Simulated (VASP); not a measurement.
Wanted: the native input for a VASP 6.6.1 run.

```yaml
Task: single point
Functional: r2SCAN
Potentials_or_basis: VASP PAW PBE potentials, release 64 (B)
Cutoff: 520 eV
k_mesh: 8 × 8 × 8
Occupations: fermi-dirac, width 0.1 eV
Spin: no spin polarisation
Dipole_correction: no
Further_INCAR_settings: ALGO = Normal; EDIFF = 1e-06; NBANDS = 14
```

Crystal: B.

```
B
1.0
     0.00000    2.49171    2.49171
     2.49171    0.00000    2.49171
     2.49171    2.49171    0.00000
B
4
Cartesian
  0.0000 0.0000 0.0000
  0.0000 1.2459 1.2459
  1.2459 1.2459 0.0000
  1.2459 0.0000 1.2459
```

These files were run (other wordings do the same):

POSCAR

```
B
1.0
    0.0000000000      2.4917071520      2.4917071520
    2.4917071520      0.0000000000      2.4917071520
    2.4917071520      2.4917071520      0.0000000000
B
4
Direct
    0.0000000000      0.0000000000      0.0000000000
    0.5000000000      0.0000000000      0.0000000000
    0.0000000000      0.0000000000      0.5000000000
    0.0000000000      0.5000000000      0.0000000000
```

INCAR.step1

```
SYSTEM = B
PREC = Accurate
ENCUT = 520
ISMEAR = -1
SIGMA = 0.1
LREAL = .FALSE.
LASPH = .TRUE.
NELM = 100
NBANDS = 14
GGA = PE
ALGO = Normal
EDIFF = 1E-4
LWAVE = .TRUE.
LCHARG = .FALSE.
```

INCAR.step2

```
SYSTEM = B
PREC = Accurate
ENCUT = 520
EDIFF = 1E-6
ISMEAR = -1
SIGMA = 0.1
LREAL = .FALSE.
LASPH = .TRUE.
NELM = 100
ALGO = Normal
ISIF = 2
LWAVE = .FALSE.
LCHARG = .FALSE.
METAGGA = R2SCAN
LMIXTAU = .TRUE.
NBANDS = 14
ISTART = 1
```

KPOINTS

```
regular mesh
0
G
  8 8 8
  0 0 0
```

Potentials or basis: VASP PAW PBE potentials, release 64 (B).

Command:

```sh
$ cat potpaw_PBE.64/B/POTCAR > POTCAR
$ cp INCAR.step1 INCAR
$ mpirun -np 1 vasp_std > vasp.out
$ cp INCAR.step2 INCAR
$ mpirun -np 1 vasp_std > vasp.out
```

It gave:

The pressure is -0.1 GPa and the band gap on the k mesh is zero (band 6 reaches 6.98 eV, above the bottom of band 7 at 3.23 eV).

Caveat: the PAW data sets were made with another functional, which shifts forces and pressure a little.

Wall time 34 s on 1 thread of Intel(R) Xeon(R) Platinum 8488C (Sapphire Rapids), with other jobs on the host, peak memory 0.15 GiB.
